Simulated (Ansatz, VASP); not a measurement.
One calculation of Sn3Mo2, two programs

```xyz
5
Lattice="5.2462 0.0000 0.0000 0.0000 5.2462 0.0000 0.0000 0.0000 5.2462" Properties=species:S:1:pos:R:3 pbc="T T T"
Sn    0.0000    2.6231    2.6231
Sn    2.6231    0.0000    2.6231
Sn    2.6231    2.6231    0.0000
Mo    0.0000    0.0000    0.0000
Mo    2.6231    2.6231    2.6231
```

Alike in both runs: functional PBE; k mesh 8 × 8 × 8; occupations gaussian, width 0.1 eV; collinear spin.

Ansatz relaxed the structure, and its values are those at the end. VASP's run is a single point on that final structure, the one shown.

```csv
,VASP,Ansatz
version,VASP 6.6.1,Ansatz 0.2.0
potentials or method,"VASP PAW PBE potentials, release 64 (Sn_d, Mo_sv), cutoff 520 eV","scalar-relativistic, plane waves, PAW"
valence electrons in the cell,70,70
```

```tsv
	VASP	Ansatz	Ansatz less VASP
gap on the k mesh at the Fermi level (eV)	none	none	-
pressure (GPa)	0.0	0.0	-0.04
net moment per atom (μB)	1.11	1.11	+0.001
size of the moment on the site where the two differ most (μB)	3.81	4.30	+0.495
```

Site moments also hang on the region over which each program counts them. A gap of «none» marks a metal or a gap that the smearing closes.
